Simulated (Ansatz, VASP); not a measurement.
Two plane-wave programs on AlCo3

INCAR

```
ALGO = Normal
EDIFF = 1E-7
ENCUT = 520
GGA = PS
ISIF = 2
ISMEAR = 0
ISPIN = 2
LASPH = T
LCHARG = F
LMAXMIX = 4
LORBIT = 11
LREAL = F
LWAVE = F
MAGMOM = 0 1.48 1.48 1.48
NBANDS = 27
NELM = 150
PREC = Accurate
SIGMA = 0.1
```

KPOINTS

```
k-points
0
Gamma
  6 6 6
```

File POSCAR:

```
AlCo3
1.0
    3.5749480000      0.0000000000      0.0000000000
    0.0000000000      3.5749480000      0.0000000000
    0.0000000000      0.0000000000      3.5749480000
Al Co
1 3
Direct
    0.0000000000      0.0000000000      0.0000000000
    0.5000000000      0.5000000000      0.0000000000
    0.5000000000      0.0000000000      0.5000000000
    0.0000000000      0.5000000000      0.5000000000
```

Input for Ansatz:

```yaml
crystal:
  lattice:
    - [3.574948, 0.0, 0.0]
    - [0.0, 3.574948, 0.0]
    - [0.0, 0.0, 3.574948]
  atoms:
    - { symbol: Al, position: [0.0, 0.0, 0.0] }
    - { symbol: Co, position: [0.5, 0.5, 0.0], spin: 1.48 }
    - { symbol: Co, position: [0.5, 0.0, 0.5], spin: 1.48 }
    - { symbol: Co, position: [0.0, 0.5, 0.5], spin: 1.48 }
basis:
  ecutwfc: 420
kpoints:
  mp_grid: { grid: [6, 6, 6] }
hamiltonian:
  xc: pbesol
scf:
  occupations: { method: gaussian, width: 0.1 }
output:
  forces: true
  stress: true
  eigenvalues: true
  populations: true
magnetization:
  spin_polarized: true
```

Alike in both runs: task single point; functional PBEsol; k mesh 6 × 6 × 6; occupations gaussian, width 0.1 eV; collinear spin.

```csv
,VASP,Ansatz
version,VASP 6.6.1,Ansatz 0.2.0
potentials or method,"VASP PAW PBE potentials, release 64 (Al, Co), cutoff 520 eV","scalar-relativistic, plane waves, PAW"
valence electrons in the cell,30,54
```

```csv
,VASP,Ansatz,Ansatz less VASP
gap on the k mesh at the Fermi level (eV),none,none,-
pressure (GPa),-7.8,-7.6,+0.21
net moment per atom (μB),0.95,0.95,+0.004
size of the moment on the site where the two differ most (μB),1.30,1.33,+0.027
```

VASP's potentials were made for PBE, not for PBEsol. Site moments also hang on the region over which each program counts them. A gap of «none» marks a metal or a gap that the smearing closes. VASP's potentials hold 30 valence electrons a cell and Ansatz's 54, so a difference there can come from the potentials and not from the codes.
